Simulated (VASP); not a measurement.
# CuO (Cc) in VASP: further runs

Runs on CuO. Level: PBE. Tasks: single point.

Everything below comes from runs of VASP 6.6.1. Logs are shortened: lines on timing, memory, paths and dates and some standing lists are left out, and cuts for length are marked.

### Step 1. The cell of the first run

The structure is monoclinic, space group Cc (No. 9). Conventional cell: a = 4.689 Å, b = 3.427 Å, c = 5.132 Å, α = 90.00°, β = 99.65°, γ = 90.00°. Within 2.5 Å of Cu (site symmetry 1) lie 4 O at 1.91 to 2.02 Å. Within 2.5 Å of O (site symmetry 1) lie 4 Cu at 1.91 to 2.02 Å.

### Step 2. Single point, PBE

INCAR reads:

```
  PREC = Accurate
  ENCUT = 520
  EDIFF = 1E-7
  ISMEAR = -5
  SIGMA = 0.1
  LREAL = False
  LASPH = True
  NELM = 100
  ALGO = Normal
  ISIF = 2
  LWAVE = False
  LCHARG = True
  GGA = PE
  LELF = True
  LVHAR = True
  NBANDS = 25
```

KPOINTS reads:

```
Automatic mesh
0
Gamma
  16 16 8
```

POSCAR reads:

```
CuO
1.0
    2.3446500000     -1.7134000000      0.0000000000
    2.3446500000      1.7134000000      0.0000000000
   -0.8605500000      0.0000000000      5.0594400000
Cu O
2 2
Direct
    0.0032000000      0.4968000000      0.0000000000
    0.4968000000      0.0032000000      0.5000000000
    0.5714000000      0.4056000000      0.2537000000
    0.4056000000      0.5714000000      0.7537000000
```

Potentials or basis: VASP PAW PBE potentials, release 64 (Cu, O).

The run is started by

```bash
$ cat potpaw_PBE.64/Cu/POTCAR potpaw_PBE.64/O/POTCAR > POTCAR
$ mpirun -np 1 vasp_std > vasp.out
```

OUTCAR:

```text
PREC = Accurate
   ENCUT = 520
   EDIFF = 1E-7
   ISMEAR = -5
   LREAL = False
   LASPH = True
   NELM = 100
   ISIF = 2
   GGA = PE

 ion  position               nearest neighbor table
   1  0.003  0.497  0.000-   4 1.91   3 1.93   4 1.98   3 2.02
   2  0.497  0.003  0.500-   3 1.91   4 1.93   3 1.98   4 2.02
   3  0.571  0.406  0.254-   2 1.91   1 1.93   2 1.98   1 2.02
   4  0.406  0.571  0.754-   1 1.91   2 1.93   1 1.98   2 2.02

  LATTYP: Found a base centered monoclinic cell.
 ALAT       =     4.6893000000
 B/A-ratio  =     0.7307700510
 C/A-ratio  =     1.0944283424
 COS(beta)  =    -0.1676798048

  Lattice vectors:

 A1 = (   2.3446500000,  -1.7134000000,   0.0000000000)
 A2 = (   2.3446500000,   1.7134000000,   0.0000000000)
 A3 = (  -0.8605500000,   0.0000000000,   5.0594400000)

Analysis of symmetry for initial positions (statically):
=====================================================================
 Subroutine PRICEL returns:
 Original cell was already a primitive cell.

 Routine SETGRP: Setting up the symmetry group for a
 base centered monoclinic supercell.

 Subroutine GETGRP returns: Found  2 space group operations
 (whereof  1 operations were pure point group operations)
 out of a pool of  4 trial point group operations.

The static configuration has the point symmetry C_1 .
 The point group associated with its full space group is C_1h.

Analysis of symmetry for dynamics (positions and initial velocities):
=====================================================================
 Subroutine PRICEL returns:
 Original cell was already a primitive cell.

 Routine SETGRP: Setting up the symmetry group for a
 base centered monoclinic supercell.

 Subroutine GETGRP returns: Found  2 space group operations
 (whereof  1 operations were pure point group operations)
 out of a pool of  4 trial point group operations.

The dynamic configuration has the point symmetry C_1 .
 The point group associated with its full space group is C_1h.

 Subroutine INISYM returns: Found  2 space group operations
 (whereof  1 operations are pure point group operations),
 and found     1 'primitive' translations

----------------------------------------------------------------------------------------

                                     Primitive cell

  volume of cell :      40.6508

  direct lattice vectors                    reciprocal lattice vectors
     2.344650000 -1.713400000  0.000000000     0.213251445 -0.291817439  0.036271510
     2.344650000  1.713400000  0.000000000     0.213251445  0.291817439  0.036271510
    -0.860550000  0.000000000  5.059440000     0.000000000  0.000000000  0.197650333

  length of vectors
     2.903984019  2.903984019  5.132102826     0.363248151  0.363248151  0.197650333

  position of ions in fractional coordinates (direct lattice)
     0.003200000  0.496800000  0.000000000
     0.496800000  0.003200000  0.500000000
     0.571400000  0.405600000  0.253700000
     0.405600000  0.571400000  0.753700000

  ion indices of the primitive-cell ions
   primitive index   ion index
                 1           1
                 2           2
                 3           3
                 4           4

----------------------------------------------------------------------------------------

 KPOINTS: Automatic mesh

Automatic generation of k-mesh.
 Grid dimensions read from file:
 generate k-points for:   16   16    8

 Generating k-lattice:

  Cartesian coordinates                     Fractional coordinates (reciprocal lattice)
     0.013328215 -0.018238590  0.002266969     0.062500000 -0.000000000  0.000000000
     0.013328215  0.018238590  0.002266969    -0.000000000  0.062500000  0.000000000
     0.000000000  0.000000000  0.024706292     0.000000000  0.000000000  0.125000000

  Length of vectors
     0.022703009  0.022703009  0.024706292

  Shift w.r.t. Gamma in fractional coordinates (k-lattice)
     0.000000000  0.000000000  0.000000000

 TETIRR: Found   3072 inequivalent tetrahedra from    12288

 Subroutine IBZKPT returns following result:
 ===========================================

 Found    554 irreducible k-points:

 Following reciprocal coordinates:
            Coordinates               Weight
  0.000000  0.000000  0.000000      1.000000
  0.062500  0.000000  0.000000      4.000000
  0.125000  0.000000  0.000000      4.000000
  0.187500  0.000000 -0.000000      4.000000
  0.250000  0.000000  0.000000      4.000000
  0.312500  0.000000  0.000000      4.000000
[... 16 lines left out ...]
 -0.125000  0.062500  0.000000      4.000000
 -0.062500  0.062500  0.000000      2.000000
 [... further k-points ...]
   k-points           NKPTS =    554   k-points in BZ     NKDIM =    554   number of bands    NBANDS=     25
   number of dos      NEDOS =    301   number of ions     NIONS =      4
   total plane-waves  NPLWV =  23040
   dimension x,y,z NGX =    24 NGY =   24 NGZ =   40
   dimension x,y,z NGXF=    48 NGYF=   48 NGZF=   80
   ions per type =               2   2
   NGX,Y,Z   is equivalent  to a cutoff of  13.74, 13.74, 12.96 a.u.
   NGXF,Y,Z  is equivalent  to a cutoff of  27.48, 27.48, 25.91 a.u.
 SYSTEM =  unknown system
   PREC   = accura    normal or accurate (medium, high low for compatibility)
   ISTART =      0    job   : 0-new  1-cont  2-samecut
   ICHARG =      2    charge: 1-file 2-atom 10-const
   ISPIN  =      1    spin polarized calculation?
   LNONCOLLINEAR =      F non collinear calculations
   LSORBIT =      F    spin-orbit coupling
   LASPH  =      T    aspherical Exc in radial PAW
   ENCUT  =  520.0 eV  38.22 Ry    6.18 a.u.   5.40  5.40  9.54*2*pi/ulx,y,z
   NELM   =    100;   NELMIN=  2; NELMDL= -5     # of ELM steps
   EDIFF  = 0.1E-06   stopping-criterion for ELM
   LREAL  =      F    real-space projection
   EDIFFG = 0.1E-05   stopping-criterion for IOM
   NSW    =      0    number of steps for IOM
   IBRION =     -1    ionic relax: 0-MD 1-quasi-New 2-CG
   NFREE  =      0    steps in history (QN), initial steepest desc. (CG)
   ISIF   =      2    stress and relaxation
   ISYM   =      2    0-nonsym 1-usesym 2-fastsym
   POTIM  = 0.5000    time-step for ionic-motion
   TEBEG  =    0.0;   TEEND  =   0.0 temperature during run
   PSTRESS=    0.0 pullay stress
   NELECT =      34.0000    total number of electrons
   NUPDOWN=      -1.0000    fix difference up-down
   EMIN   =  10.00;   EMAX   =-10.00  energy-range for DOS
   EFERMI =   0.00;   METHOD = LEGACY
   ISMEAR =    -5;   SIGMA  =   0.10  broadening in eV -4-tet -1-fermi 0-gaus
   EFERMI_NEDOS =   21; number of points for ismear=-14 and -15
   IALGO  =     38    algorithm
   IMIX   =      4    mixing-type and parameters
     AMIX     =   0.40;   BMIX     =  1.00
     AMIX_MAG =   1.60;   BMIX_MAG =  1.00
  volume/ion in A,a.u.               =      10.16        68.58
  Fermi-wavevector in a.u.,A,eV,Ry     =   1.542451  2.914810 32.370373  2.379155
  Thomas-Fermi vector in A             =   2.648254
   LORBIT       =      0    0 simple, 1 ext, 2 COOP (PROOUT), +10 PAW based schemes
   GGA     = PE    functional components
   LHFCALC =     F    Hartree Fock is set to
   AEXX    =    0.0000 exact exchange contribution
   IVDW    =     0    specifies the selected vdW correction
   LEPSILON=     F    determine dielectric tensor
   LRPA    =     F    only Hartree local field effects (RPA)
 non-spin polarized calculation
 Fermi weights with tetrahedron method with Bloechl corrections
  energy-cutoff  :      520.00
  volume of cell :       40.65
 maximum number of plane-waves:      1129
 NGX is ok and might be reduce to    24
   NGX = 11   NGY = 11   NGZ = 19

 number of electron      33.9999999 magnetization

 Free energy of the ion-electron system (eV)
  ---------------------------------------------------
  ext. energy  EPLUGINS =         0.00000000
  ---------------------------------------------------
  free energy    TOTEN  =       -19.48040995 eV

  energy without entropy =      -19.48040995  energy(sigma->0) =      -19.48040995

 E-fermi :   5.6781     XC(G=0): -11.8987

 val. band max:        5.7205414189   @ k =   0.3125   0.0625   0.0000
 cond. band min:       5.5754964457   @ k =  -0.1250   0.1250   0.5000
 fundamental gap:     -0.1450449732
 Fermi energy:         5.6781186948

 k-point     1 :       0.0000    0.0000    0.0000
  band No.  band energies     occupation
      1     -14.2266      2.00000
      2     -12.9130      2.00000
      3      -2.4363      2.00000
      4       0.1485      2.00000
      5       0.5077      2.00000
      6       2.2991      2.00000
[... 17 lines left out ...]
     24      22.0629      0.00000
     25      22.4436      0.00000

 k-point     2 :       0.0625    0.0000    0.0000
  band No.  band energies     occupation
      1     -14.2000      2.00000
      2     -12.9045      2.00000
      3      -2.3928      2.00000
      4       0.1420      2.00000
      5       0.4967      2.00000
      6       1.9316      2.00000
[... 17 lines left out ...]
     24      21.8657      0.00000
     25      22.6379      0.00000

 k-point     3 :       0.1250    0.0000    0.0000
  band No.  band energies     occupation
      1     -14.1232      2.00000
      2     -12.8800      2.00000
      3      -2.2676      2.00000
      4       0.1192      2.00000
      5       0.4692      2.00000
      6       1.3139      2.00000
[... 552 lines left out ...]
 k-point    23 :      -0.1250    0.0625    0.0000
  band No.  band energies     occupation
      1     -14.0780      2.00000
      2     -12.8619      2.00000
      3      -2.1967      2.00000
      4       0.0872      2.00000
      5       0.4314      2.00000
      6       1.0834      2.00000
[... 17 lines left out ...]
     24      20.6251      0.00000
     25      22.0634      0.00000

 k-point    24 :      -0.0625    0.0625    0.0000
  band No.  band energies     occupation
      1     -14.1632      2.00000
      2     -12.8906      2.00000
      3      -2.3343      2.00000
      4       0.1212      2.00000
      5       0.4714      2.00000
      6       1.6114      2.00000
[... 17 lines left out ...]
     24      21.1652      0.00000
     25      22.5389      0.00000

 [... further k-points ...]

------------------------ aborting loop because EDIFF is reached ----------------------------------------

  FORCE on cell =-STRESS in cart. coord.  units (eV):
  Direction    XX          YY          ZZ          XY          YZ          ZX
  --------------------------------------------------------------------------------------
  -------------------------------------------------------------------------------------
  Total        1.5904372      1.7619290      1.4930771      0.0000000      0.0000000     -0.4672322
  in kB       62.6841713     69.4432064     58.8469011      0.0000000      0.0000000    -18.4151011
  external PRESSURE =      63.6580929 kB  Pullay stress =       0.0000000 kB

 VOLUME and BASIS-vectors are now :
 -----------------------------------------------------------------------------
  energy-cutoff  :      520.00
  volume of cell :       40.65
      direct lattice vectors                 reciprocal lattice vectors
     2.344650000 -1.713400000  0.000000000     0.213251445 -0.291817439  0.036271510
     2.344650000  1.713400000  0.000000000     0.213251445  0.291817439  0.036271510
    -0.860550000  0.000000000  5.059440000     0.000000000  0.000000000  0.197650333

 POSITION                                       TOTAL-FORCE (eV/Angst)
 -----------------------------------------------------------------------------------
      1.17233      0.84573      0.00000        -0.640125      0.366722      0.253424
      0.74205     -0.84573      2.52972        -0.640125     -0.366722      0.253424
      2.07240     -0.28408      1.28358         0.640125      0.265301     -0.253424
      1.64213      0.28408      3.81330         0.640125     -0.265301     -0.253424
 -----------------------------------------------------------------------------------
    total drift:                               -0.000100      0.000000     -0.000513

  FREE ENERGIE OF THE ION-ELECTRON SYSTEM (eV)
  ---------------------------------------------------
  free  energy   TOTEN  =       -19.4804099493 eV

  energy  without entropy=      -19.4804099493  energy(sigma->0) =      -19.48040995
```

Run time: 3.5 min. Hardware: 1 thread of Intel Xeon 6975P-C (Granite Rapids), shared host; peak memory 0.56 GiB.

Results:

| Quantity | Value |
| --- | --- |
| Free energy | -19.4804 eV |
| Pressure | 6.4 GPa |
| Largest force | 0.780 eV/Å |
| Band gap on the k mesh | zero (bands 17 and 18 overlap by 0.72 eV) |

Forces in eV/Å, atoms in the order of the input:
```
Cu  -0.640  0.367  0.253
Cu  -0.640 -0.367  0.253
O    0.640  0.265 -0.253
O    0.640 -0.265 -0.253
```

Caveat: the cell stands under pressure; semilocal functionals often make such compounds metallic where correlation or magnetic order opens a gap, which also shifts bond lengths; tetrahedron occupations give inexact forces and stress in metals. With open d or f shells a metallic result of PBE can be an artefact of self-interaction; +U or a hybrid may open a gap.

### Step 3. Single point, PBE

INCAR reads:

```
SYSTEM = CuO
PREC = Accurate
ENCUT = 520
EDIFF = 1E-7
ISMEAR = 0
SIGMA = 0.1
LREAL = .False.
LASPH = .True.
NELM = 100
ALGO = Normal
ISIF = 2
LWAVE = .False.
LCHARG = .False.
GGA = PE
NBANDS = 25
```

KPOINTS reads:

```
regular mesh
0
Gamma
  16 16 10
  0 0 0
```

POSCAR is that of step 2.

Potentials or basis: VASP PAW PBE potentials, release 64 (Cu, O).

The run is started by

```bash
$ cat potpaw_PBE.64/Cu/POTCAR potpaw_PBE.64/O/POTCAR > POTCAR
$ mpirun -np 1 vasp_std > vasp.out
```

Wall time 4.3 min (1 thread of Intel Xeon 6975P-C (Granite Rapids), shared host); peak memory 0.63 GiB.

It converged, with:

```
Free energy            : -19.4863 eV
Pressure               : 6.4 GPa
Largest force          : 0.787 eV/Å
Band gap on the k mesh : zero (bands 17 and 18 overlap by 0.71 eV)
```

Forces in eV/Å, atoms in the order of the input:
```
Cu  -0.650  0.365  0.254
Cu  -0.650 -0.365  0.254
O    0.650  0.270 -0.254
O    0.650 -0.270 -0.254
```

Stress tensor (GPa, compression positive):
```
 6.29  0.00 -1.80
 0.00  6.95  0.00
-1.80  0.00  5.84
```

Levels at points of the mesh, in eV from the Fermi level:
```
           k point  band 13  band 14  band 15  band 16  band 17  band 18  band 19  band 20  band 21  band 22
(0.00, 0.00, 0.00)    -2.32    -2.22    -2.14    -1.66     0.21     0.91     1.71     6.05     8.15    13.36
(0.50, 0.00, 0.00)    -2.06    -1.60    -1.49    -1.40    -0.04     0.28     4.91     6.32     6.95    11.10
(0.50, 0.50, 0.00)    -2.14    -2.12    -1.68    -1.23    -0.66     1.06     3.39     7.06     8.56     9.99
(0.00, 0.00, 0.50)    -2.23    -2.23    -1.47    -1.47     0.24     0.24     3.93     3.93    11.69    11.69
(0.50, 0.00, 0.50)    -2.21    -2.16    -1.74    -1.61    -0.10     0.73     5.15     6.52     8.11     8.54
(0.50, 0.50, 0.50)    -1.66    -1.66    -1.31    -1.31    -0.42    -0.42     5.24     5.24     9.01     9.01
```

Caveat: the cell stands under pressure; semilocal functionals often make such compounds metallic where correlation or magnetic order opens a gap, which also shifts bond lengths. With open d or f shells a metallic result of PBE can be an artefact of self-interaction; +U or a hybrid may open a gap.

### Step 4. Single point, PBE

INCAR reads:

```
SYSTEM = CuO
ALGO     = Fast           ! electronic algorithm
EDIFF    = 1E-6           ! SCF threshold, eV
ENCUT    = 520            ! plane-wave cutoff, eV
GGA      = PE             ! functional
ISIF     = 2              ! what is computed and relaxed
ISMEAR   = 0              ! smearing method
LASPH    = .TRUE.         ! aspherical terms in the spheres
LCHARG   = .TRUE.         ! write CHGCAR
LELF     = .TRUE.         ! ELF
LREAL    = .FALSE.        ! projectors in reciprocal space
LVHAR    = .TRUE.       
LWAVE    = .FALSE.        ! write WAVECAR
NBANDS   = 25             ! bands
NELM     = 60             ! most SCF steps
PREC     = Accurate       ! precision mode
SIGMA    = 0.2            ! smearing width, eV
```

KPOINTS reads:

```
k-points
0
G
  16 16 8
  0 0 0
```

POSCAR is that of step 3.

The run is started by

```bash
$ cat potpaw_PBE.64/Cu/POTCAR potpaw_PBE.64/O/POTCAR > POTCAR
$ mpirun -np 1 vasp_std > vasp.out
```

Run time: 13 min. Hardware: 1 thread of Oxide Virtual Turin-like, shared host; peak memory 0.5 GiB.

Results (log left out):

```yaml
Free_energy: -19.5024 eV
Pressure: 6.5 GPa
Largest_force: 0.790 eV/Å
Band_gap_on_the_k_mesh: zero (bands 17 and 18 overlap by 0.72 eV)
```

Forces on the atoms (eV/Å):
```
Cu  -0.654  0.363  0.255
Cu  -0.654 -0.363  0.255
O    0.654  0.268 -0.255
O    0.654 -0.268 -0.255
```

Stress tensor (GPa, compression positive):
```
 6.43  0.00 -1.72
 0.00  7.11  0.00
-1.72  0.00  6.07
```

Levels at points of the mesh, in eV from the Fermi level:
```
           k point  band 13  band 14  band 15  band 16  band 17  band 18  band 19  band 20  band 21  band 22
(0.00, 0.00, 0.00)    -2.32    -2.23    -2.14    -1.66     0.21     0.91     1.71     6.05     8.15    13.36
(0.50, 0.00, 0.00)    -2.06    -1.60    -1.49    -1.41    -0.04     0.28     4.91     6.32     6.95    11.10
(0.50, 0.50, 0.00)    -2.15    -2.13    -1.68    -1.23    -0.66     1.06     3.38     7.05     8.56     9.99
(0.00, 0.00, 0.50)    -2.24    -2.24    -1.47    -1.47     0.24     0.24     3.93     3.93    11.69    11.69
(0.50, 0.00, 0.50)    -2.21    -2.16    -1.74    -1.61    -0.10     0.73     5.15     6.52     8.11     8.54
(0.50, 0.50, 0.50)    -1.66    -1.66    -1.31    -1.31    -0.42    -0.42     5.24     5.24     9.01     9.01
```

Caveat: the cell stands under pressure; semilocal functionals often make such compounds metallic where correlation or magnetic order opens a gap, which also shifts bond lengths.

### Step 5. Single point, PBE

INCAR reads:

```
SYSTEM = CuO
ALGO = Fast
EDIFF = 1E-6
ENCUT = 520
GGA = PE
ISIF = 2
ISMEAR = 0
LASPH = .True.
LCHARG = .False.
LREAL = .False.
LWAVE = .False.
NBANDS = 25
NELM = 60
PREC = Accurate
SIGMA = 0.5
```

KPOINTS reads:

```
k-points
0
Gamma
  16 16 8
  0 0 0
```

POSCAR is that of step 4.

The run is started by

```bash
$ cat potpaw_PBE.64/Cu/POTCAR potpaw_PBE.64/O/POTCAR > POTCAR
$ mpirun -np 1 vasp_std > vasp.out
```

It took 12 min on 1 thread of Oxide Virtual Turin-like, shared host; peak memory 0.5 GiB.

It converged, with:

```
Free energy            : -19.6187 eV
Pressure               : 6.8 GPa
Largest force          : 0.798 eV/Å
Band gap on the k mesh : zero (bands 17 and 18 overlap by 0.73 eV)
```

Forces on the atoms (eV/Å):
```
Cu  -0.667  0.352  0.260
Cu  -0.667 -0.352  0.260
O    0.667  0.248 -0.260
O    0.667 -0.248 -0.260
```

Stress tensor (GPa, compression positive):
```
 6.57  0.00 -1.46
 0.00  7.34  0.00
-1.46  0.00  6.64
```

Levels at points of the mesh, in eV from the Fermi level:
| k point | band 13 | band 14 | band 15 | band 16 | band 17 | band 18 | band 19 | band 20 | band 21 | band 22 |
| --- | --- | --- | --- | --- | --- | --- | --- | --- | --- | --- |
| (0.00, 0.00, 0.00) | -2.32 | -2.23 | -2.14 | -1.66 | 0.23 | 0.93 | 1.72 | 6.07 | 8.17 | 13.37 |
| (0.50, 0.00, 0.00) | -2.06 | -1.60 | -1.49 | -1.40 | -0.03 | 0.30 | 4.92 | 6.33 | 6.97 | 11.12 |
| (0.50, 0.50, 0.00) | -2.15 | -2.13 | -1.68 | -1.23 | -0.65 | 1.07 | 3.40 | 7.07 | 8.57 | 10.02 |
| (0.00, 0.00, 0.50) | -2.23 | -2.23 | -1.46 | -1.46 | 0.26 | 0.26 | 3.94 | 3.94 | 11.70 | 11.70 |
| (0.50, 0.00, 0.50) | -2.22 | -2.16 | -1.75 | -1.61 | -0.09 | 0.75 | 5.16 | 6.54 | 8.13 | 8.56 |
| (0.50, 0.50, 0.50) | -1.66 | -1.66 | -1.31 | -1.31 | -0.41 | -0.41 | 5.25 | 5.25 | 9.03 | 9.03 |

Caveat: the cell stands under pressure; so wide a smearing shifts energies and pressures; semilocal functionals often make such compounds metallic where correlation or magnetic order opens a gap, which also shifts bond lengths. With open d or f shells a metallic result of PBE can be an artefact of self-interaction; +U or a hybrid may open a gap.

[end of part 1 of 2]
